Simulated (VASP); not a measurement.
# Pt (Fm-3m) in VASP: further runs, part 3 of 3

VASP 6.6.1. Earlier steps stand in the parts before.

## Step 4: Single point, LDA

INCAR

```
SYSTEM = Pt
ALGO = Normal ; EDIFF = 1E-6
ENCUT = 520 ; ISIF = 2
ISMEAR = 0 ; LASPH = .True.
LCHARG = .False. ; LREAL = .False.
LWAVE = .False. ; NBANDS = 11
NELM = 60 ; PREC = Accurate
SIGMA = 0.1
```

KPOINTS

```
k-points
0
Gamma
  15 15 15
  0 0 0
```

POSCAR

```
Pt
1.0
    2.7532983195      0.0000000000      0.0000000000
   -1.3766491598      2.3844262889      0.0000000000
    1.3766491598      0.7948087630      2.2480586642
Pt
1
Direct
    0.0000000000      0.0000000000      0.0000000000
```

Potentials or basis: VASP PAW LDA potentials, release 64 (Pt).

Run with:

```
$ cat potpaw_LDA.64/Pt/POTCAR > POTCAR
$ mpirun -np 1 vasp_std > vasp.out
```

OUTCAR:

```text
SYSTEM = Pt
   EDIFF = 1E-6
   ENCUT = 520
   ISIF = 2
   ISMEAR = 0
   LASPH = .True.
   LREAL = .False.
   NELM = 60
   PREC = Accurate

 ion  position               nearest neighbor table
   1  0.000  0.000  0.000-

  LATTYP: Found a face centered cubic cell.
 ALAT       =     3.8937518247

  Lattice vectors:

 A1 = (  -2.7532983195,  -0.0000000000,   0.0000000000)
 A2 = (  -1.3766491597,   0.7948087630,   2.2480586642)
 A3 = (  -1.3766491598,   2.3844262889,   0.0000000000)

Analysis of symmetry for initial positions (statically):
=====================================================================
 Subroutine PRICEL returns:
 Original cell was already a primitive cell.

 Routine SETGRP: Setting up the symmetry group for a
 face centered cubic supercell.

 Subroutine GETGRP returns: Found 48 space group operations
 (whereof 48 operations were pure point group operations)
 out of a pool of 48 trial point group operations.

The static configuration has the point symmetry O_h .

Analysis of symmetry for dynamics (positions and initial velocities):
=====================================================================
 Subroutine PRICEL returns:
 Original cell was already a primitive cell.

 Routine SETGRP: Setting up the symmetry group for a
 face centered cubic supercell.

 Subroutine GETGRP returns: Found 48 space group operations
 (whereof 48 operations were pure point group operations)
 out of a pool of 48 trial point group operations.

The dynamic configuration has the point symmetry O_h .

 Subroutine INISYM returns: Found 48 space group operations
 (whereof 48 operations are pure point group operations),
 and found     1 'primitive' translations

----------------------------------------------------------------------------------------

                                     Primitive cell

  volume of cell :      14.7586

  direct lattice vectors                    reciprocal lattice vectors
     2.753298319  0.000000000  0.000000000     0.363200745  0.209694048 -0.296552166
    -1.376649160  2.384426289  0.000000000     0.000000000  0.419388095 -0.148276083
     1.376649160  0.794808763  2.248058664     0.000000000  0.000000000  0.444828249

  length of vectors
     2.753298319  2.753298320  2.753298320     0.513643419  0.444828249  0.444828249

  position of ions in fractional coordinates (direct lattice)
     0.000000000  0.000000000  0.000000000

  ion indices of the primitive-cell ions
   primitive index   ion index
                 1           1

----------------------------------------------------------------------------------------

 KPOINTS: k-points

Automatic generation of k-mesh.
 Grid dimensions read from file:
 generate k-points for:   15   15   15

 Generating k-lattice:

  Cartesian coordinates                     Fractional coordinates (reciprocal lattice)
     0.024213383  0.013979603 -0.019770144     0.066666667 -0.000000000  0.000000000
     0.000000000  0.027959206 -0.009885072     0.000000000  0.066666667 -0.000000000
     0.000000000  0.000000000  0.029655217     0.000000000  0.000000000  0.066666667

  Length of vectors
     0.034242895  0.029655217  0.029655217

  Shift w.r.t. Gamma in fractional coordinates (k-lattice)
     0.000000000  0.000000000  0.000000000

 Subroutine IBZKPT returns following result:
 ===========================================

 Found    120 irreducible k-points:

 Following reciprocal coordinates:
            Coordinates               Weight
  0.000000  0.000000  0.000000      1.000000
  0.066667  0.000000 -0.000000      6.000000
  0.133333  0.000000  0.000000      6.000000
  0.200000  0.000000  0.000000      6.000000
  0.266667  0.000000  0.000000      6.000000
  0.333333  0.000000 -0.000000      6.000000
[... 16 lines left out ...]
  0.400000  0.133333  0.000000     24.000000
 -0.066667  0.133333 -0.000000     12.000000
 [... further k-points ...]
   k-points           NKPTS =    120   k-points in BZ     NKDIM =    120   number of bands    NBANDS=     11
   number of dos      NEDOS =    301   number of ions     NIONS =      1
   total plane-waves  NPLWV =   8000
   dimension x,y,z NGX =    20 NGY =   20 NGZ =   20
   dimension x,y,z NGXF=    40 NGYF=   40 NGZF=   40
   ions per type =               1
   NGX,Y,Z   is equivalent  to a cutoff of  12.08, 12.08, 12.08 a.u.
   NGXF,Y,Z  is equivalent  to a cutoff of  24.15, 24.15, 24.15 a.u.
 SYSTEM =  Pt
   PREC   = accura    normal or accurate (medium, high low for compatibility)
   ISTART =      0    job   : 0-new  1-cont  2-samecut
   ICHARG =      2    charge: 1-file 2-atom 10-const
   ISPIN  =      1    spin polarized calculation?
   LNONCOLLINEAR =      F non collinear calculations
   LSORBIT =      F    spin-orbit coupling
   LASPH  =      T    aspherical Exc in radial PAW
   ENCUT  =  520.0 eV  38.22 Ry    6.18 a.u.   5.12  5.12  5.12*2*pi/ulx,y,z
   NELM   =     60;   NELMIN=  2; NELMDL= -5     # of ELM steps
   EDIFF  = 0.1E-05   stopping-criterion for ELM
   LREAL  =      F    real-space projection
   EDIFFG = 0.1E-04   stopping-criterion for IOM
   NSW    =      0    number of steps for IOM
   IBRION =     -1    ionic relax: 0-MD 1-quasi-New 2-CG
   NFREE  =      0    steps in history (QN), initial steepest desc. (CG)
   ISIF   =      2    stress and relaxation
   ISYM   =      2    0-nonsym 1-usesym 2-fastsym
   POTIM  = 0.5000    time-step for ionic-motion
   TEBEG  =    0.0;   TEEND  =   0.0 temperature during run
   PSTRESS=    0.0 pullay stress
   NELECT =      10.0000    total number of electrons
   NUPDOWN=      -1.0000    fix difference up-down
   EMIN   =  10.00;   EMAX   =-10.00  energy-range for DOS
[... 5 lines left out ...]
     AMIX     =   0.40;   BMIX     =  1.00
     AMIX_MAG =   1.60;   BMIX_MAG =  1.00
  volume/ion in A,a.u.               =      14.76        99.60
  Fermi-wavevector in a.u.,A,eV,Ry     =   1.437893  2.717224 28.130538  2.067536
  Thomas-Fermi vector in A             =   2.556920
   LORBIT       =      0    0 simple, 1 ext, 2 COOP (PROOUT), +10 PAW based schemes
   GGA     = CA    functional components
   LHFCALC =     F    Hartree Fock is set to
   AEXX    =    0.0000 exact exchange contribution
   IVDW    =     0    specifies the selected vdW correction
   LEPSILON=     F    determine dielectric tensor
   LRPA    =     F    only Hartree local field effects (RPA)
 non-spin polarized calculation
 Gauss-broadening in eV      SIGMA  =   0.10
  energy-cutoff  :      520.00
  volume of cell :       14.76
 maximum number of plane-waves:       411
   NGX = 11   NGY = 11   NGZ = 11

 number of electron      10.0000000 magnetization

 Free energy of the ion-electron system (eV)
  ---------------------------------------------------
  ext. energy  EPLUGINS =         0.00000000
  ---------------------------------------------------
  free energy    TOTEN  =        -7.50861526 eV

  energy without entropy =       -7.50073179  energy(sigma->0) =       -7.50467353

 E-fermi :  11.5854     XC(G=0): -13.8125

 val. band max:       11.5796212771   @ k =   0.4667   0.0000   0.0000
 cond. band min:      11.6008001538   @ k =   0.2000   0.3333   0.0000
 fundamental gap:      0.0211788768
 Fermi energy:        11.5854473658

 k-point     1 :       0.0000    0.0000    0.0000
  band No.  band energies     occupation
      1       1.0744      2.00000
      2       7.6141      2.00000
      3       7.6141      2.00000
      4       7.6141      2.00000
      5       9.8864      2.00000
      6       9.8864      2.00000
      7      26.1214      0.00000
      8      31.1665      0.00000
      9      31.1665      0.00000
     10      31.1665      0.00000
     11      36.6979      0.00000

 k-point     2 :       0.0667    0.0000   -0.0000
  band No.  band energies     occupation
      1       1.3186      2.00000
      2       7.4499      2.00000
      3       7.7422      2.00000
      4       7.7422      2.00000
      5       9.7023      2.00000
      6       9.9522      2.00000
      7      26.5138      0.00000
      8      30.5344      0.00000
      9      31.2294      0.00000
     10      31.2294      0.00000
     11      38.1417      0.00000
[... 295 lines left out ...]
 k-point    24 :      -0.0667    0.1333   -0.0000
  band No.  band energies     occupation
      1       1.5550      2.00000
      2       7.3793      2.00000
      3       7.7903      2.00000
      4       7.8393      2.00000
      5       9.6577      2.00000
      6       9.9207      2.00000
      7      26.8666      0.00000
      8      29.4367      0.00000
      9      31.2739      0.00000
     10      32.2172      0.00000
     11      38.4672      0.00000

 [... further k-points ...]

------------------------ aborting loop because EDIFF is reached ----------------------------------------

  FORCE on cell =-STRESS in cart. coord.  units (eV):
  Direction    XX          YY          ZZ          XY          YZ          ZX
  --------------------------------------------------------------------------------------
  -------------------------------------------------------------------------------------
  Total        0.0749890      0.0749890      0.0749890     -0.0000000      0.0000000      0.0000000
  in kB        8.1407308      8.1407308      8.1407308     -0.0000000      0.0000000      0.0000000
  external PRESSURE =       8.1407308 kB  Pullay stress =       0.0000000 kB

 VOLUME and BASIS-vectors are now :
 -----------------------------------------------------------------------------
  energy-cutoff  :      520.00
  volume of cell :       14.76
      direct lattice vectors                 reciprocal lattice vectors
     2.753298319  0.000000000  0.000000000     0.363200745  0.209694048 -0.296552166
    -1.376649160  2.384426289  0.000000000     0.000000000  0.419388095 -0.148276083
     1.376649160  0.794808763  2.248058664     0.000000000  0.000000000  0.444828249

 POSITION                                       TOTAL-FORCE (eV/Angst)
 -----------------------------------------------------------------------------------
      0.00000      0.00000      0.00000         0.000000      0.000000      0.000000
 -----------------------------------------------------------------------------------
    total drift:                               -0.000000      0.000000      0.000000

  FREE ENERGIE OF THE ION-ELECTRON SYSTEM (eV)
  ---------------------------------------------------
  free  energy   TOTEN  =        -7.5086152631 eV

  energy  without entropy=       -7.5007317889  energy(sigma->0) =       -7.50467353
```

stdout:

```text
POSCAR found type information on POSCAR Pt
 POSCAR found :  1 types and       1 ions
 scaLAPACK will be used
 LDA part: xc-table for (Slater(with rela. corr.)+CA(PZ))
 , standard interpolation
 POSCAR, INCAR and KPOINTS ok, starting setup
 FFT: planning ... GRIDC
 FFT: planning ... GRID_SOFT
 FFT: planning ... GRID
 WAVECAR not read
 entering main loop
```

Run time: 11 s. Hardware: 1 thread of Intel Xeon Platinum 8488C (Sapphire Rapids), shared host; peak memory 0.13 GiB.

What came out:

```
Free energy            : -7.5086 eV
Pressure               : 0.8 GPa
Band gap on the k mesh : zero (band 5 reaches 12.03 eV, above the bottom of band 6 at 9.77 eV)
```

Caveat: spin-orbit coupling is left out, which moves the levels of the heavy elements.

## Step 5: Single point, LDA

INCAR

```
PREC = Accurate
ENCUT = 520
EDIFF = 1E-6
ISMEAR = 0
SIGMA = 0.1
LREAL = F
LASPH = T
NELM = 100
ALGO = Normal
ISIF = 2
LWAVE = F
LCHARG = F
GGA = CA
NBANDS = 11
```

KPOINTS

```
regular mesh
0
Gamma
  18 18 18
```

POSCAR

```
Pt
1.0
    0.0000000000      1.9468759124      1.9468759124
    1.9468759124      0.0000000000      1.9468759124
    1.9468759124      1.9468759124      0.0000000000
Pt
1
Direct
    0.0000000000      0.0000000000      0.0000000000
```

Run with:

```
$ cat potpaw_LDA.64/Pt/POTCAR > POTCAR
$ mpirun -np 1 vasp_std > vasp.out
```

It took 17 s on 1 thread of Intel Xeon Platinum 8488C (Sapphire Rapids), shared host; peak memory 0.14 GiB.

The run converged. Its results:

* Free energy: -7.5070 eV
* Pressure: 0.8 GPa
* Band gap on the k mesh: zero (band 5 reaches 12.08 eV, above the bottom of band 6 at 9.77 eV)

Levels at points of the mesh, in eV from the Fermi level:
| k point | band 3 | band 4 | band 5 | band 6 | band 7 | band 8 |
| --- | --- | --- | --- | --- | --- | --- |
| (0.00, 0.00, 0.00) | -3.96 | -3.96 | -1.69 | -1.69 | 14.55 | 19.60 |
| (0.50, 0.00, 0.00) | -4.02 | -0.57 | 0.05 | 0.05 | 5.99 | 14.13 |
| (0.50, 0.50, 0.00) | 0.03 | 0.51 | 0.51 | 1.72 | 9.10 | 11.40 |

Caveat: spin-orbit coupling is left out, which moves the levels of the heavy elements.

## Step 6: Overview

```tsv
task	cell	k mesh	cutoff (eV)	gap on the mesh (eV)	pressure (GPa)
relaxation of cell and atoms	relaxed from a = 2.752 Å, angles 60.0°, 1 atom	18 × 18 × 18	600	none	0.0
single point	a = 2.753 Å, angles 90.0, 60.0, 120.0°, 1 atom	15 × 15 × 15	520	none	0.8
single point	a = 2.753 Å, angles 60.0°, 1 atom	18 × 18 × 18	520	none	0.8
```

Alike in all rows: level LDA; potentials or basis VASP PAW LDA potentials, release 64 (Pt); no spin polarisation; smearing gaussian 0.1 eV.

Caveats: spin-orbit coupling is left out, which moves the levels of the heavy elements.

Total energies depend on the potentials used, so only differences within one code and one set of settings carry meaning.
